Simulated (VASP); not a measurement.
# K (I4_1/amd) in VASP: a series of runs

The runs below take K through single point, with PBEsol, PBE.

Program: VASP 6.6.1. These are calculated values, not measurements. Logs are shortened: lines on timing, memory, paths and dates and some standing lists are left out, and cuts for length are marked.

**1. The cell of the first run**

The structure is tetragonal, space group I4_1/amd (No. 141). Conventional cell: a = 4.321 Å, b = 4.321 Å, c = 15.262 Å, α = 90.00°, β = 90.00°, γ = 90.00°. Within 5.7 Å of K (site symmetry -4m2) lie 8 K at 4.32 to 4.38 Å.

**2. Single point, PBEsol (strained)**

Input file INCAR:

```
SYSTEM = K
  ALGO = Fast
  EDIFF = 1E-7
  ENCUT = 520
  GGA = PS
  ISIF = 2
  ISMEAR = 0
  LASPH = .TRUE.
  LCHARG = .FALSE.
  LREAL = .FALSE.
  LWAVE = .FALSE.
  NBANDS = 16
  NELM = 60
  PREC = Accurate
  SIGMA = 0.1
```

Input file KPOINTS:

```
k-points
0
G
  12 12 12
  0 0 0
```

Input file POSCAR:

```
K
1.0
   -2.1605463782      2.1605463782      7.6311839122
    2.1605463782     -2.1605463782      7.6311839122
    2.1605463782      2.1605463782     -7.6311839122
K
2
Direct
    0.2500000000      0.7500000000      0.5000000000
    0.5000000000      0.5000000000      0.0000000000
```

Potentials or basis: VASP PAW PBE potentials, release 64 (K_sv).

Run with:

```console
> cat potpaw_PBE.64/K_sv/POTCAR > POTCAR
> mpirun -np 1 vasp_std > vasp.out
```

OUTCAR:

```text
SYSTEM = K
   EDIFF = 1E-7
   ENCUT = 520
   GGA = PS
   ISIF = 2
   ISMEAR = 0
   LASPH = .TRUE.
   LREAL = .FALSE.
   NELM = 60
   PREC = Accurate

 ion  position               nearest neighbor table
   1  0.250  0.750  0.500-
   2  0.500  0.500  0.000-

  LATTYP: Found a body centered tetragonal cell.
 ALAT       =     4.3210927564
 C/A-ratio  =     3.5320620697

  Lattice vectors:

 A1 = (  -2.1605463782,   2.1605463782,   7.6311839122)
 A2 = (   2.1605463782,  -2.1605463782,   7.6311839122)
 A3 = (   2.1605463782,   2.1605463782,  -7.6311839122)

Analysis of symmetry for initial positions (statically):
=====================================================================
 Subroutine PRICEL returns:
 Original cell was already a primitive cell.

 Routine SETGRP: Setting up the symmetry group for a
 body centered tetragonal supercell.

 Subroutine GETGRP returns: Found 16 space group operations
 (whereof  8 operations were pure point group operations)
 out of a pool of 16 trial point group operations.

The static configuration has the point symmetry D_2d.
 The point group associated with its full space group is D_4h.

Analysis of symmetry for dynamics (positions and initial velocities):
=====================================================================
 Subroutine PRICEL returns:
 Original cell was already a primitive cell.

 Routine SETGRP: Setting up the symmetry group for a
 body centered tetragonal supercell.

 Subroutine GETGRP returns: Found 16 space group operations
 (whereof  8 operations were pure point group operations)
 out of a pool of 16 trial point group operations.

The dynamic configuration has the point symmetry D_2d.
 The point group associated with its full space group is D_4h.

 Subroutine INISYM returns: Found 16 space group operations
 (whereof  8 operations are pure point group operations),
 and found     1 'primitive' translations

----------------------------------------------------------------------------------------

                                     Primitive cell

  volume of cell :     142.4883

  direct lattice vectors                    reciprocal lattice vectors
    -2.160546378  2.160546378  7.631183912     0.000000000  0.231422942  0.065520633
     2.160546378 -2.160546378  7.631183912     0.231422942  0.000000000  0.065520633
     2.160546378  2.160546378 -7.631183912     0.231422942  0.231422942  0.000000000

  length of vectors
     8.220151410  8.220151410  8.220151410     0.240519296  0.240519296  0.327281464

  position of ions in fractional coordinates (direct lattice)
     0.250000000  0.750000000  0.500000000
     0.500000000  0.500000000  0.000000000

  ion indices of the primitive-cell ions
   primitive index   ion index
                 1           1
                 2           2

----------------------------------------------------------------------------------------

 KPOINTS: k-points

Automatic generation of k-mesh.
 Grid dimensions read from file:
 generate k-points for:   12   12   12

 Generating k-lattice:

  Cartesian coordinates                     Fractional coordinates (reciprocal lattice)
     0.000000000  0.019285245  0.005460053     0.083333333 -0.000000000  0.000000000
     0.019285245  0.000000000  0.005460053    -0.000000000  0.083333333  0.000000000
     0.019285245  0.019285245  0.000000000     0.000000000  0.000000000  0.083333333

  Length of vectors
     0.020043275  0.020043275  0.027273455

  Shift w.r.t. Gamma in fractional coordinates (k-lattice)
     0.000000000  0.000000000  0.000000000

 Subroutine IBZKPT returns following result:
 ===========================================

 Found    163 irreducible k-points:

 Following reciprocal coordinates:
            Coordinates               Weight
  0.000000  0.000000  0.000000      1.000000
  0.083333  0.000000 -0.000000      8.000000
  0.166667  0.000000 -0.000000      8.000000
  0.250000  0.000000  0.000000      8.000000
  0.333333 -0.000000  0.000000      8.000000
  0.416667  0.000000  0.000000      8.000000
[... 16 lines left out ...]
  0.500000  0.166667  0.000000     16.000000
 -0.416667  0.166667  0.000000     16.000000
 [... further k-points ...]
   k-points           NKPTS =    163   k-points in BZ     NKDIM =    163   number of bands    NBANDS=     16
   number of dos      NEDOS =    301   number of ions     NIONS =      2
   total plane-waves  NPLWV = 262144
   dimension x,y,z NGX =    64 NGY =   64 NGZ =   64
   dimension x,y,z NGXF=   128 NGYF=  128 NGZF=  128
   ions per type =               2
   NGX,Y,Z   is equivalent  to a cutoff of  12.94, 12.94, 12.94 a.u.
   NGXF,Y,Z  is equivalent  to a cutoff of  25.89, 25.89, 25.89 a.u.
 SYSTEM =  K
   PREC   = accura    normal or accurate (medium, high low for compatibility)
   ISTART =      0    job   : 0-new  1-cont  2-samecut
   ICHARG =      2    charge: 1-file 2-atom 10-const
   ISPIN  =      1    spin polarized calculation?
   LNONCOLLINEAR =      F non collinear calculations
   LSORBIT =      F    spin-orbit coupling
   LASPH  =      T    aspherical Exc in radial PAW
   ENCUT  =  520.0 eV  38.22 Ry    6.18 a.u.  15.28 15.28 15.28*2*pi/ulx,y,z
   NELM   =     60;   NELMIN=  2; NELMDL= -5     # of ELM steps
   EDIFF  = 0.1E-06   stopping-criterion for ELM
   LREAL  =      F    real-space projection
   EDIFFG = 0.1E-05   stopping-criterion for IOM
   NSW    =      0    number of steps for IOM
   IBRION =     -1    ionic relax: 0-MD 1-quasi-New 2-CG
   NFREE  =      0    steps in history (QN), initial steepest desc. (CG)
   ISIF   =      2    stress and relaxation
   ISYM   =      2    0-nonsym 1-usesym 2-fastsym
   POTIM  = 0.5000    time-step for ionic-motion
   TEBEG  =    0.0;   TEEND  =   0.0 temperature during run
   PSTRESS=    0.0 pullay stress
   NELECT =      18.0000    total number of electrons
   NUPDOWN=      -1.0000    fix difference up-down
   EMIN   =  10.00;   EMAX   =-10.00  energy-range for DOS
   EFERMI =   0.00;   METHOD = LEGACY
   ISMEAR =     0;   SIGMA  =   0.10  broadening in eV -4-tet -1-fermi 0-gaus
   EFERMI_NEDOS =   21; number of points for ismear=-14 and -15
   IALGO  =     68    algorithm
   IMIX   =      4    mixing-type and parameters
     AMIX     =   0.40;   BMIX     =  1.00
     AMIX_MAG =   1.60;   BMIX_MAG =  1.00
  volume/ion in A,a.u.               =      71.24       480.78
  Fermi-wavevector in a.u.,A,eV,Ry     =   0.821434  1.552285  9.180581  0.674754
  Thomas-Fermi vector in A             =   1.932592
   LORBIT       =      0    0 simple, 1 ext, 2 COOP (PROOUT), +10 PAW based schemes
   GGA     = PS    functional components
   LHFCALC =     F    Hartree Fock is set to
   AEXX    =    0.0000 exact exchange contribution
   IVDW    =     0    specifies the selected vdW correction
   LEPSILON=     F    determine dielectric tensor
   LRPA    =     F    only Hartree local field effects (RPA)
 non-spin polarized calculation
 RMM-DIIS sequential band-by-band and
 Gauss-broadening in eV      SIGMA  =   0.10
  energy-cutoff  :      520.00
  volume of cell :      142.49
 maximum number of plane-waves:      3872
 NGX is ok and might be reduce to    64
   NGX = 31   NGY = 31   NGZ = 31

 number of electron      18.0000000 magnetization

 Free energy of the ion-electron system (eV)
  ---------------------------------------------------
  ext. energy  EPLUGINS =         0.00000000
  ---------------------------------------------------
  free energy    TOTEN  =        -2.13703174 eV

  energy without entropy =       -2.12976777  energy(sigma->0) =       -2.13339975

 E-fermi :  -0.0769     XC(G=0):  -5.7720

 val. band max:       -0.0915694431   @ k =  -0.3333   0.3333   0.2500
 cond. band min:      -0.0656748535   @ k =  -0.0833  -0.3333   0.0833
 fundamental gap:      0.0258945896
 Fermi energy:        -0.0769488082

 k-point     1 :       0.0000    0.0000    0.0000
  band No.  band energies     occupation
      1     -32.1573      2.00000
      2     -32.1506      2.00000
      3     -15.7597      2.00000
      4     -15.6618      2.00000
      5     -15.6618      2.00000
      6     -15.6560      2.00000
[... 8 lines left out ...]
     15       4.8306      0.00000
     16       4.8483      0.00000

 k-point     2 :       0.0833    0.0000   -0.0000
  band No.  band energies     occupation
      1     -32.1570      2.00000
      2     -32.1504      2.00000
      3     -15.7579      2.00000
      4     -15.6685      2.00000
      5     -15.6616      2.00000
      6     -15.6615      2.00000
[... 8 lines left out ...]
     15       4.5947      0.00000
     16       4.8287      0.00000

 k-point     3 :       0.1667    0.0000   -0.0000
  band No.  band energies     occupation
      1     -32.1560      2.00000
      2     -32.1499      2.00000
      3     -15.7529      2.00000
      4     -15.6847      2.00000
      5     -15.6762      2.00000
      6     -15.6610      2.00000
[... 8 lines left out ...]
     15       4.2683      0.00000
     16       4.7707      0.00000

 k-point     4 :       0.2500    0.0000    0.0000
  band No.  band energies     occupation
      1     -32.1546      2.00000
      2     -32.1492      2.00000
      3     -15.7466      2.00000
      4     -15.7062      2.00000
      5     -15.6947      2.00000
      6     -15.6600      2.00000
[... 8 lines left out ...]
     15       4.1530      0.00000
     16       4.7439      0.00000
[... 324 lines left out ...]
 k-point    22 :       0.4167    0.1667   -0.0000
  band No.  band energies     occupation
      1     -32.1505      2.00000
      2     -32.1477      2.00000
      3     -15.7433      2.00000
      4     -15.7398      2.00000
      5     -15.7074      2.00000
      6     -15.6827      2.00000
[... 8 lines left out ...]
     15       3.6571      0.00000
     16       4.2644      0.00000

 k-point    23 :       0.5000    0.1667    0.0000
  band No.  band energies     occupation
      1     -32.1503      2.00000
      2     -32.1474      2.00000
      3     -15.7490      2.00000
      4     -15.7431      2.00000
      5     -15.7091      2.00000
      6     -15.6817      2.00000
[... 8 lines left out ...]
     15       3.7345      0.00000
     16       4.2138      0.00000

 k-point    24 :      -0.4167    0.1667    0.0000
  band No.  band energies     occupation
      1     -32.1509      2.00000
      2     -32.1474      2.00000
      3     -15.7461      2.00000
      4     -15.7375      2.00000
      5     -15.7123      2.00000
      6     -15.6806      2.00000
[... 8 lines left out ...]
     15       3.7899      0.00000
     16       4.0358      0.00000

 [... further k-points ...]
[... 5 lines left out ...]
  --------------------------------------------------------------------------------------
  -------------------------------------------------------------------------------------
  Total        0.0436034      0.0436034      0.2694777      0.0000000     -0.0000000      0.0000000
  in kB        0.4902885      0.4902885      3.0300818      0.0000000     -0.0000000      0.0000000
  external PRESSURE =       1.3368863 kB  Pullay stress =       0.0000000 kB

 VOLUME and BASIS-vectors are now :
 -----------------------------------------------------------------------------
  energy-cutoff  :      520.00
  volume of cell :      142.49
      direct lattice vectors                 reciprocal lattice vectors
    -2.160546378  2.160546378  7.631183912     0.000000000  0.231422942  0.065520633
     2.160546378 -2.160546378  7.631183912     0.231422942  0.000000000  0.065520633
     2.160546378  2.160546378 -7.631183912     0.231422942  0.231422942  0.000000000

 POSITION                                       TOTAL-FORCE (eV/Angst)
 -----------------------------------------------------------------------------------
      2.16055     -0.00000      3.81559         0.000000      0.000000      0.000000
      0.00000      0.00000      7.63118        -0.000000     -0.000000     -0.000000
 -----------------------------------------------------------------------------------
    total drift:                                0.000000     -0.000000      0.000000

  FREE ENERGIE OF THE ION-ELECTRON SYSTEM (eV)
  ---------------------------------------------------
  free  energy   TOTEN  =        -2.1370317408 eV

  energy  without entropy=       -2.1297677667  energy(sigma->0) =       -2.13339975
```

Wall time 16 min (1 thread of Intel Xeon 6975P-C (Granite Rapids), shared host); peak memory 0.74 GiB.

Results:

* Free energy: -2.1370 eV
* Pressure: 0.1 GPa
* Band gap on the k mesh: zero (bands 9 and 10 overlap by 2.76 eV)

Stress tensor (GPa, compression positive):
```
0.05 0.00 0.00
0.00 0.05 0.00
0.00 0.00 0.30
```

Levels at points of the mesh, in eV from the Fermi level:
```tsv
k point	band 6	band 7	band 8	band 9	band 10	band 11	band 12	band 13
(0.00, 0.00, 0.00)	-15.58	-15.58	-15.58	-2.21	0.33	0.52	3.15	3.15
(0.50, 0.00, 0.00)	-15.59	-15.58	-15.57	-0.03	0.15	0.98	1.31	2.56
(0.50, 0.50, 0.00)	-15.65	-15.60	-15.60	1.27	1.27	1.99	1.99	2.65
(0.50, 0.50, 0.50)	-15.59	-15.57	-15.57	-1.48	-1.48	2.49	2.49	3.38
```

Caveat: the cell differs from its parent crystal (strained); the PAW data sets were made with another functional, which shifts forces and pressure a little.

[end of part 1 of 2]
